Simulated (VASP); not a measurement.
# HfN (Fm-3m) in VASP: a series of runs, part 2 of 2

VASP 6.6.1.

## 3. Single point, LDA (11.71 Å³/atom)

This run uses another cell than the first one, of 11.71 Å³/atom.

The input, INCAR:

```
SYSTEM = HfN
  PREC = Accurate
  ENCUT = 600
  EDIFF = 1E-6
  ISMEAR = -1
  SIGMA = 0.05
  LREAL = .False.
  LASPH = .True.
  NELM = 120
  ALGO = Normal
  ISIF = 2
  LWAVE = .False.
  LCHARG = .False.
  NBANDS = 14
  GGA_COMPAT = .False.
```

The input, KPOINTS:

```
Automatic mesh
0
Gamma
  10 10 10
  0 0 0
```

The input, POSCAR:

```
HfN
1.0
    0.0000000000      2.2709408328      2.2709408328
    2.2709408328      0.0000000000      2.2709408328
    2.2709408328      2.2709408328      0.0000000000
Hf N
1 1
Direct
    0.0000000000      0.0000000000      0.0000000000
    0.5000000000      0.5000000000      0.5000000000
```

Potentials or basis: VASP PAW LDA potentials, release 64 (Hf_pv, N).

On the command line:

```
$ cat potpaw_LDA.64/Hf_pv/POTCAR potpaw_LDA.64/N/POTCAR > POTCAR
$ mpirun -np 1 vasp_std > vasp.out
```

It took 24 s on 1 thread of Intel Xeon Platinum 8259CL at 2.50GHz (Skylake/Cascade Lake), shared host; peak memory 0.15 GiB.

The run converged. Its results:

```yaml
Free_energy: -23.8099 eV
Pressure: -14.6 GPa
Band_gap_on_the_k_mesh: zero (an odd number of electrons rules out a gap without spin polarisation)
```

Levels at points of the mesh, in eV from the Fermi level:
| k point | band 6 | band 7 | band 8 | band 9 | band 10 | band 11 |
| --- | --- | --- | --- | --- | --- | --- |
| (0.00, 0.00, 0.00) | -2.96 | -2.96 | -0.41 | -0.41 | -0.41 | 1.81 |
| (0.50, 0.00, 0.00) | -6.10 | -6.10 | 3.17 | 3.56 | 3.56 | 4.45 |
| (0.50, 0.50, 0.00) | -3.78 | -3.63 | -3.63 | 3.93 | 5.34 | 5.34 |

Caveat: the cell stands under tension; spin-orbit coupling is left out, which moves the levels of the heavy elements; an odd number of electrons without spin polarisation forces a metal; a magnetic or distorted state may lie lower.

## 4. Single point, LDA (11.94 Å³/atom)

This run uses another cell than the first one, of 11.94 Å³/atom.

The input, INCAR:

```
ALGO = Normal
EDIFF = 1E-6
ENCUT = 600
GGA = CA
GGA_COMPAT = F
ISIF = 2
ISMEAR = -1
LASPH = T
LCHARG = T
LELF = T
LREAL = F
LVHAR = T
LWAVE = F
NBANDS = 14
NELM = 120
PREC = Accurate
SIGMA = 0.05
```

The input, KPOINTS:

```
k-points
0
Gamma
  10 10 10
```

The input, POSCAR:

```
HfN
1.0
    0.0000000000      2.2856876150      2.2856876150
    2.2856876150      0.0000000000      2.2856876150
    2.2856876150      2.2856876150      0.0000000000
Hf N
1 1
Direct
    0.0000000000      0.0000000000      0.0000000000
    0.5000000000      0.5000000000      0.5000000000
```

On the command line:

```
$ cat potpaw_LDA.64/Hf_pv/POTCAR potpaw_LDA.64/N/POTCAR > POTCAR
$ mpirun -np 1 vasp_std > vasp.out
```

Wall time 23 s (1 thread of Intel Xeon Platinum 8259CL at 2.50GHz (Skylake/Cascade Lake), shared host); peak memory 0.15 GiB.

It converged, with:

| Quantity | Value |
| --- | --- |
| Free energy | -23.7618 eV |
| Pressure | -19.1 GPa |
| Band gap on the k mesh | zero (an odd number of electrons rules out a gap without spin polarisation) |

Levels at points of the mesh, in eV from the Fermi level:
```tsv
k point	band 5	band 6	band 7	band 8	band 9	band 10	band 11	band 12
(0.00, 0.00, 0.00)	-2.94	-2.94	-2.94	-0.40	-0.40	-0.40	1.63	1.80
(0.50, 0.00, 0.00)	-8.66	-6.01	-6.01	3.09	3.46	3.46	4.35	8.37
(0.50, 0.50, 0.00)	-5.32	-3.69	-3.61	-3.61	3.83	5.20	5.20	5.23
```

Caveat: the cell stands under tension; spin-orbit coupling is left out, which moves the levels of the heavy elements; an odd number of electrons without spin polarisation forces a metal; a magnetic or distorted state may lie lower.

## 5. Single point, LDA (12.17 Å³/atom)

This run uses another cell than the first one, of 12.17 Å³/atom.

The input, INCAR:

```
  PREC = Accurate
  ENCUT = 600
  EDIFF = 1E-6
  ISMEAR = -1
  SIGMA = 0.05
  LREAL = F
  LASPH = T
  NELM = 120
  ALGO = Normal
  ISIF = 2
  LWAVE = F
  LCHARG = F
  NBANDS = 14
  GGA_COMPAT = F
```

The input, KPOINTS:

```
Automatic mesh
0
Gamma
  10 10 10
```

The input, POSCAR:

```
HfN
1.0
    0.0000000000      2.3002465274      2.3002465274
    2.3002465274      0.0000000000      2.3002465274
    2.3002465274      2.3002465274      0.0000000000
Hf N
1 1
Direct
    0.0000000000      0.0000000000      0.0000000000
    0.5000000000      0.5000000000      0.5000000000
```

Potentials or basis: VASP PAW LDA potentials, release 64 (Hf_pv, N).

On the command line:

```
$ cat potpaw_LDA.64/Hf_pv/POTCAR potpaw_LDA.64/N/POTCAR > POTCAR
$ mpirun -np 1 vasp_std > vasp.out
```

OUTCAR:

```text
PREC = Accurate
   ENCUT = 600
   EDIFF = 1E-6
   ISMEAR = -1
   LREAL = F
   LASPH = T
   NELM = 120
   ISIF = 2

 ion  position               nearest neighbor table
   1  0.000  0.000  0.000-   2 2.30   2 2.30   2 2.30   2 2.30   2 2.30   2 2.30
   2  0.500  0.500  0.500-   1 2.30   1 2.30   1 2.30   1 2.30   1 2.30   1 2.30

  LATTYP: Found a face centered cubic cell.
 ALAT       =     4.6004930548

  Lattice vectors:

[... 594 lines left out ...]

------------------------ aborting loop because EDIFF is reached ----------------------------------------

  FORCE on cell =-STRESS in cart. coord.  units (eV):
  Direction    XX          YY          ZZ          XY          YZ          ZX
  --------------------------------------------------------------------------------------
  -------------------------------------------------------------------------------------
  Total       -3.5206803     -3.5206803     -3.5206803      0.0000000      0.0000000     -0.0000000
  in kB     -231.7309388   -231.7309388   -231.7309388      0.0000000      0.0000000     -0.0000000
  external PRESSURE =    -231.7309388 kB  Pullay stress =       0.0000000 kB

 VOLUME and BASIS-vectors are now :
 -----------------------------------------------------------------------------
  energy-cutoff  :      600.00
  volume of cell :       24.34
      direct lattice vectors                 reciprocal lattice vectors
     0.000000000  2.300246527  2.300246527    -0.217368006  0.217368006  0.217368006
     2.300246527  0.000000000  2.300246527     0.217368006 -0.217368006  0.217368006
     2.300246527  2.300246527  0.000000000     0.217368006  0.217368006 -0.217368006

 POSITION                                       TOTAL-FORCE (eV/Angst)
 -----------------------------------------------------------------------------------
      0.00000      0.00000      0.00000        -0.000000     -0.000000     -0.000000
      2.30025      2.30025      2.30025         0.000000      0.000000      0.000000
 -----------------------------------------------------------------------------------
    total drift:                                0.000000      0.000000      0.000000

  FREE ENERGIE OF THE ION-ELECTRON SYSTEM (eV)
  ---------------------------------------------------
  free  energy   TOTEN  =       -23.7015144978 eV

  energy  without entropy=      -23.6948022390  energy(sigma->0) =      -23.69815837
```

OSZICAR:

```text
N       E                     dE             d eps       ncg     rms          rms(c)
DAV:   1     0.389480237998E+02    0.38948E+02   -0.83675E+03  1316   0.112E+03
DAV:   2    -0.245997891857E+02   -0.63548E+02   -0.59818E+02  1668   0.237E+02
DAV:   3    -0.266878177861E+02   -0.20880E+01   -0.20709E+01  1556   0.340E+01
DAV:   4    -0.266976376911E+02   -0.98199E-02   -0.98162E-02  1544   0.261E+00
DAV:   5    -0.266977067523E+02   -0.69061E-04   -0.69060E-04  1548   0.187E-01    0.450E+01
DAV:   6    -0.239019211120E+02    0.27958E+01   -0.87761E+00  1358   0.216E+01    0.398E+01
DAV:   7    -0.237480204561E+02    0.15390E+00   -0.49090E-01  1628   0.544E+00    0.258E+01
DAV:   8    -0.237094579230E+02    0.38563E-01   -0.17511E-01  1526   0.337E+00    0.562E+00
DAV:   9    -0.237016035757E+02    0.78543E-02   -0.17933E-02  1502   0.109E+00    0.190E+00
DAV:  10    -0.237015387771E+02    0.64799E-04   -0.82355E-04  1690   0.236E-01    0.329E-01
DAV:  11    -0.237015151139E+02    0.23663E-04   -0.64400E-05  1568   0.663E-02    0.687E-02
DAV:  12    -0.237015144978E+02    0.61611E-06   -0.58354E-06  1622   0.194E-02
   1 F= -.23701514E+02 E0= -.23698158E+02  d E =-.671226E-02
```

Wall time 23 s (1 thread of Intel Xeon Platinum 8259CL at 2.50GHz (Skylake/Cascade Lake), shared host); peak memory 0.15 GiB.

Results:

| Quantity | Value |
| --- | --- |
| Free energy | -23.7015 eV |
| Pressure | -23.2 GPa |
| Band gap on the k mesh | zero (an odd number of electrons rules out a gap without spin polarisation) |

Levels at points of the mesh, in eV from the Fermi level:
| k point | band 5 | band 6 | band 7 | band 8 | band 9 | band 10 | band 11 | band 12 |
| --- | --- | --- | --- | --- | --- | --- | --- | --- |
| (0.00, 0.00, 0.00) | -2.91 | -2.91 | -2.91 | -0.38 | -0.38 | -0.38 | 1.45 | 1.75 |
| (0.50, 0.00, 0.00) | -8.55 | -5.91 | -5.91 | 3.01 | 3.37 | 3.37 | 4.25 | 8.16 |
| (0.50, 0.50, 0.00) | -5.31 | -3.61 | -3.60 | -3.60 | 3.73 | 5.02 | 5.06 | 5.06 |

Caveat: the cell stands under tension; spin-orbit coupling is left out, which moves the levels of the heavy elements; an odd number of electrons without spin polarisation forces a metal; a magnetic or distorted state may lie lower.

## 6. The runs side by side

```csv
cell,gap on the mesh (eV),pressure (GPa)
"a = 3.169 Å, angles 60.0°, 2 atoms",none,-4.0
"a = 3.212 Å, angles 60.0°, 2 atoms",none,-14.6
"a = 3.232 Å, angles 60.0°, 2 atoms",none,-19.1
"a = 3.253 Å, angles 60.0°, 2 atoms",none,-23.2
```

Alike in all rows: task single point; level LDA; potentials or basis VASP PAW LDA potentials, release 64 (Hf_pv, N); no spin polarisation; k mesh 10 × 10 × 10; cutoff (eV) 600; smearing fermi-dirac 0.05 eV.

Caveats: the cell stands under tension; spin-orbit coupling is left out, which moves the levels of the heavy elements; an odd number of electrons without spin polarisation forces a metal; a magnetic or distorted state may lie lower.

Total energies depend on the potentials used, so only differences within one code and one set of settings carry meaning.
